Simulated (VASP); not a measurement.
# Si (Cmcm) in VASP: notebook

The runs below take Si through single point, with LDA.

Everything below comes from runs of VASP 6.6.1. Logs are shortened: lines on timing, memory, paths and dates and some standing lists are left out, and cuts for length are marked.

## Step 1: The cell of the first run

The structure is orthorhombic, space group Cmcm (No. 63). Conventional cell: a = 3.678 Å, b = 6.901 Å, c = 6.333 Å, α = 90.00°, β = 90.00°, γ = 90.00°. Si (site symmetry m) has 4 Si at 2.31 to 2.43 Å within 3.1 Å.

## Step 2: Single point, LDA (strain -0.0400 x Voigt [1, -1, 0, 0, 0, 0])

Contents of INCAR:

```
SYSTEM = Si
PREC     = Accurate       ! precision mode
ENCUT    = 520            ! plane-wave cutoff, eV
EDIFF    = 1E-6           ! SCF threshold, eV
ISMEAR   = 0              ! smearing method
SIGMA    = 0.03           ! smearing width, eV
LREAL    = .FALSE.        ! projectors in reciprocal space
LASPH    = .TRUE.         ! aspherical terms in the spheres
NELM     = 100            ! most SCF steps
ALGO     = Normal         ! electronic algorithm
ISIF     = 2              ! what is computed and relaxed
LWAVE    = .FALSE.        ! write WAVECAR
LCHARG   = .FALSE.        ! write CHGCAR
GGA      = CA             ! functional
NBANDS   = 16             ! bands
```

Contents of KPOINTS:

```
regular mesh
0
G
  12 12 6
  0 0 0
```

Contents of POSCAR:

```
Si
1.0
    3.6780647621      0.0000000000      0.0000000000
   -1.8390323811      3.4507389808      0.0000000000
    0.0000000000      0.0000000000      6.3326220002
Si
4
Direct
    0.3333333333      0.6666666667      0.0630095000
    0.6666666667      0.3333333333      0.5630095000
    0.3333333333      0.6666666667      0.4369905000
    0.6666666667      0.3333333333      0.9369905000
```

Potentials or basis: VASP PAW LDA potentials, release 64 (Si).

Started as:

```sh
> cat potpaw_LDA.64/Si/POTCAR > POTCAR
> mpirun -np 1 vasp_std > vasp.out
```

OUTCAR:

```text
SYSTEM = Si
   PREC = Accurate
   ENCUT = 520
   EDIFF = 1E-6
   ISMEAR = 0
   LREAL = .FALSE.
   LASPH = .TRUE.
   NELM = 100
   ISIF = 2
   GGA = CA

 ion  position               nearest neighbor table
   1  0.333  0.667  0.063-   4 2.31   4 2.31   3 2.37   4 2.43
   2  0.667  0.333  0.563-   3 2.31   3 2.31   4 2.37   3 2.43
   3  0.333  0.667  0.437-   2 2.31   2 2.31   1 2.37   2 2.43
   4  0.667  0.333  0.937-   1 2.31   1 2.31   2 2.37   1 2.43

  LATTYP: Found a base centered orthorhombic cell.
 ALAT       =     3.6780647621
 B/A-ratio  =     1.8763883749
 C/A-ratio  =     1.7217266171

  Lattice vectors:

 A1 = (   1.8390323811,  -3.4507389808,   0.0000000000)
 A2 = (   1.8390323810,   3.4507389808,   0.0000000000)
 A3 = (   0.0000000000,   0.0000000000,   6.3326220002)

Analysis of symmetry for initial positions (statically):
=====================================================================
 Subroutine PRICEL returns:
 Original cell was already a primitive cell.

 Routine SETGRP: Setting up the symmetry group for a
 base centered orthorhombic supercell.

 Subroutine GETGRP returns: Found  8 space group operations
 (whereof  4 operations were pure point group operations)
 out of a pool of  8 trial point group operations.

The static configuration has the point symmetry C_2h.
 The point group associated with its full space group is D_2h.

Analysis of symmetry for dynamics (positions and initial velocities):
=====================================================================
 Subroutine PRICEL returns:
 Original cell was already a primitive cell.

 Routine SETGRP: Setting up the symmetry group for a
 base centered orthorhombic supercell.

 Subroutine GETGRP returns: Found  8 space group operations
 (whereof  4 operations were pure point group operations)
 out of a pool of  8 trial point group operations.

The dynamic configuration has the point symmetry C_2h.
 The point group associated with its full space group is D_2h.

 Subroutine INISYM returns: Found  8 space group operations
 (whereof  4 operations are pure point group operations),
 and found     1 'primitive' translations

----------------------------------------------------------------------------------------

                                     Primitive cell

  volume of cell :      80.3739

  direct lattice vectors                    reciprocal lattice vectors
     3.678064762  0.000000000  0.000000000     0.271882108  0.144896500  0.000000000
    -1.839032381  3.450738981  0.000000000     0.000000000  0.289793000  0.000000000
     0.000000000  0.000000000  6.332622000     0.000000000  0.000000000  0.157912473

  length of vectors
     3.678064762  3.910196876  6.332622000     0.308082580  0.289793000  0.157912473

  position of ions in fractional coordinates (direct lattice)
     0.333333333  0.666666667  0.063009500
     0.666666667  0.333333333  0.563009500
     0.333333333  0.666666667  0.436990500
     0.666666667  0.333333333  0.936990500

  ion indices of the primitive-cell ions
   primitive index   ion index
                 1           1
                 2           2
                 3           3
                 4           4

----------------------------------------------------------------------------------------

 KPOINTS: regular mesh

Automatic generation of k-mesh.
 Grid dimensions read from file:
 generate k-points for:   12   12    6

 Generating k-lattice:

  Cartesian coordinates                     Fractional coordinates (reciprocal lattice)
     0.022656842  0.012074708  0.000000000     0.083333333  0.000000000  0.000000000
     0.000000000  0.024149417  0.000000000     0.000000000  0.083333333  0.000000000
     0.000000000  0.000000000  0.026318745     0.000000000  0.000000000  0.166666667

  Length of vectors
     0.025673548  0.024149417  0.026318745

  Shift w.r.t. Gamma in fractional coordinates (k-lattice)
     0.000000000  0.000000000  0.000000000

 Subroutine IBZKPT returns following result:
 ===========================================

 Found    172 irreducible k-points:

 Following reciprocal coordinates:
            Coordinates               Weight
  0.000000  0.000000  0.000000      1.000000
  0.083333 -0.000000  0.000000      4.000000
  0.166667 -0.000000  0.000000      4.000000
  0.250000  0.000000  0.000000      4.000000
  0.333333 -0.000000  0.000000      4.000000
  0.416667  0.000000  0.000000      4.000000
[... 16 lines left out ...]
  0.333333  0.166667  0.000000      4.000000
  0.416667  0.166667  0.000000      4.000000
 [... further k-points ...]
   k-points           NKPTS =    172   k-points in BZ     NKDIM =    172   number of bands    NBANDS=     16
   number of dos      NEDOS =    301   number of ions     NIONS =      4
   total plane-waves  NPLWV =  40320
   dimension x,y,z NGX =    28 NGY =   30 NGZ =   48
   dimension x,y,z NGXF=    56 NGYF=   60 NGZF=   96
   ions per type =               4
   NGX,Y,Z   is equivalent  to a cutoff of  12.66, 12.75, 12.60 a.u.
   NGXF,Y,Z  is equivalent  to a cutoff of  25.31, 25.51, 25.20 a.u.
 SYSTEM =  Si
   PREC   = accura    normal or accurate (medium, high low for compatibility)
   ISTART =      0    job   : 0-new  1-cont  2-samecut
   ICHARG =      2    charge: 1-file 2-atom 10-const
   ISPIN  =      1    spin polarized calculation?
   LNONCOLLINEAR =      F non collinear calculations
   LSORBIT =      F    spin-orbit coupling
   LASPH  =      T    aspherical Exc in radial PAW
   ENCUT  =  520.0 eV  38.22 Ry    6.18 a.u.   6.84  7.27 11.77*2*pi/ulx,y,z
   NELM   =    100;   NELMIN=  2; NELMDL= -5     # of ELM steps
   EDIFF  = 0.1E-05   stopping-criterion for ELM
   LREAL  =      F    real-space projection
   EDIFFG = 0.1E-04   stopping-criterion for IOM
   NSW    =      0    number of steps for IOM
   IBRION =     -1    ionic relax: 0-MD 1-quasi-New 2-CG
   NFREE  =      0    steps in history (QN), initial steepest desc. (CG)
   ISIF   =      2    stress and relaxation
   ISYM   =      2    0-nonsym 1-usesym 2-fastsym
   POTIM  = 0.5000    time-step for ionic-motion
   TEBEG  =    0.0;   TEEND  =   0.0 temperature during run
   PSTRESS=    0.0 pullay stress
   NELECT =      16.0000    total number of electrons
   NUPDOWN=      -1.0000    fix difference up-down
   EMIN   =  10.00;   EMAX   =-10.00  energy-range for DOS
   EFERMI =   0.00;   METHOD = LEGACY
   ISMEAR =     0;   SIGMA  =   0.03  broadening in eV -4-tet -1-fermi 0-gaus
   EFERMI_NEDOS =   21; number of points for ismear=-14 and -15
   IALGO  =     38    algorithm
   IMIX   =      4    mixing-type and parameters
     AMIX     =   0.40;   BMIX     =  1.00
     AMIX_MAG =   1.60;   BMIX_MAG =  1.00
  volume/ion in A,a.u.               =      20.09       135.60
  Fermi-wavevector in a.u.,A,eV,Ry     =   0.955894  1.806378 12.432101  0.913734
  Thomas-Fermi vector in A             =   2.084773
   LORBIT       =      0    0 simple, 1 ext, 2 COOP (PROOUT), +10 PAW based schemes
   GGA     = CA    functional components
   LHFCALC =     F    Hartree Fock is set to
   AEXX    =    0.0000 exact exchange contribution
   IVDW    =     0    specifies the selected vdW correction
   LEPSILON=     F    determine dielectric tensor
   LRPA    =     F    only Hartree local field effects (RPA)
 non-spin polarized calculation
 Gauss-broadening in eV      SIGMA  =   0.03
  energy-cutoff  :      520.00
  volume of cell :       80.37
 maximum number of plane-waves:      2188
   NGX = 13   NGY = 15   NGZ = 23

 number of electron      16.0000000 magnetization

 Free energy of the ion-electron system (eV)
  ---------------------------------------------------
  ext. energy  EPLUGINS =         0.00000000
  ---------------------------------------------------
  free energy    TOTEN  =       -23.65544018 eV

  energy without entropy =      -23.65538139  energy(sigma->0) =      -23.65541078

 E-fermi :   6.0774     XC(G=0):  -9.5891

 val. band max:        6.0708066530   @ k =   0.0000   0.0833   0.0000
 cond. band min:       6.1469207260   @ k =   0.5000   0.0000   0.1667
 fundamental gap:      0.0761140730
 Fermi energy:         6.0773883853

 k-point     1 :       0.0000    0.0000    0.0000
  band No.  band energies     occupation
      1      -6.2237      2.00000
      2      -3.9381      2.00000
      3      -1.2683      2.00000
      4       4.2421      2.00000
      5       4.7064      2.00000
      6       5.6313      2.00000
[... 8 lines left out ...]
     15      10.6302      0.00000
     16      11.5095      0.00000

 k-point     2 :       0.0833   -0.0000    0.0000
  band No.  band energies     occupation
      1      -6.1384      2.00000
      2      -3.8513      2.00000
      3      -1.2187      2.00000
      4       3.8299      2.00000
      5       4.2318      2.00000
      6       5.4272      2.00000
[... 8 lines left out ...]
     15      10.8822      0.00000
     16      11.3386      0.00000

 k-point     3 :       0.1667   -0.0000    0.0000
  band No.  band energies     occupation
      1      -5.8845      2.00000
      2      -3.5923      2.00000
      3      -1.0953      2.00000
      4       2.6968      2.00000
      5       3.7511      2.00000
      6       4.2505      2.00000
[... 8 lines left out ...]
     15      10.9360      0.00000
     16      11.4251      0.00000

 k-point     4 :       0.2500    0.0000    0.0000
  band No.  band energies     occupation
      1      -5.4686      2.00000
      2      -3.1664      2.00000
      3      -1.0185      2.00000
      4       1.6273      2.00000
      5       2.9253      2.00000
      6       3.3239      2.00000
[... 8 lines left out ...]
     15      11.9508      0.00000
     16      12.1114      0.00000
[... 324 lines left out ...]
 k-point    22 :       0.2500    0.1667    0.0000
  band No.  band energies     occupation
      1      -4.7896      2.00000
      2      -2.4679      2.00000
      3      -1.4166      2.00000
      4       1.3111      2.00000
      5       1.5703      2.00000
      6       1.9227      2.00000
[... 8 lines left out ...]
     15      12.5038      0.00000
     16      12.9526      0.00000

 k-point    23 :       0.3333    0.1667    0.0000
  band No.  band energies     occupation
      1      -4.1501      2.00000
      2      -2.0125      2.00000
      3      -1.7957      2.00000
      4       0.6088      2.00000
      5       1.2254      2.00000
      6       1.8558      2.00000
[... 8 lines left out ...]
     15      12.4088      0.00000
     16      12.9142      0.00000

 k-point    24 :       0.4167    0.1667    0.0000
  band No.  band energies     occupation
      1      -3.6200      2.00000
      2      -2.5603      2.00000
      3      -1.2087      2.00000
      4      -0.1132      2.00000
      5       1.2047      2.00000
      6       2.0657      2.00000
[... 8 lines left out ...]
     15      12.1465      0.00000
     16      12.9413      0.00000

 [... further k-points ...]
[... 5 lines left out ...]
  --------------------------------------------------------------------------------------
  -------------------------------------------------------------------------------------
  Total        2.6673442     -4.0116434     -0.9479639      0.0000000      0.0000000      0.0000000
  in kB       53.1709718    -79.9682986    -18.8967592      0.0000000      0.0000000      0.0000000
  external PRESSURE =     -15.2313620 kB  Pullay stress =       0.0000000 kB

 VOLUME and BASIS-vectors are now :
 -----------------------------------------------------------------------------
  energy-cutoff  :      520.00
  volume of cell :       80.37
      direct lattice vectors                 reciprocal lattice vectors
     3.678064762  0.000000000  0.000000000     0.271882108  0.144896500  0.000000000
    -1.839032381  3.450738981  0.000000000     0.000000000  0.289793000  0.000000000
     0.000000000  0.000000000  6.332622000     0.000000000  0.000000000  0.157912473

 POSITION                                       TOTAL-FORCE (eV/Angst)
 -----------------------------------------------------------------------------------
     -0.00000      2.30049      0.39902        -0.000000      0.528437      0.036061
      1.83903      1.15025      3.56533         0.000000     -0.528437      0.036061
     -0.00000      2.30049      2.76730        -0.000000      0.528437     -0.036061
      1.83903      1.15025      5.93361         0.000000     -0.528437     -0.036061
 -----------------------------------------------------------------------------------
    total drift:                               -0.000000      0.000000     -0.000000

  FREE ENERGIE OF THE ION-ELECTRON SYSTEM (eV)
  ---------------------------------------------------
  free  energy   TOTEN  =       -23.6554401751 eV

  energy  without entropy=      -23.6553813916  energy(sigma->0) =      -23.65541078
```

Wall time 2.1 min (1 thread of Intel Xeon Platinum 8375C at 2.90GHz (Ice Lake), shared host); peak memory 0.27 GiB.

What came out:

| Item | Value |
| --- | --- |
| Free energy | -23.6554 eV |
| Pressure | -1.5 GPa |
| Largest force | 0.530 eV/Å |
| Band gap on the k mesh | zero (bands 8 and 9 overlap by 0.13 eV) |

Forces in eV/Å, atoms in the order of the input:
```
Si   0.000  0.528  0.036
Si   0.000 -0.528  0.036
Si   0.000  0.528 -0.036
Si   0.000 -0.528 -0.036
```

Caveat: the cell differs from its parent crystal (strain -0.0400 x Voigt [1, -1, 0, 0, 0, 0]); semilocal functionals underestimate gaps, so a narrow gap can read as zero.

[end of part 1 of 2]
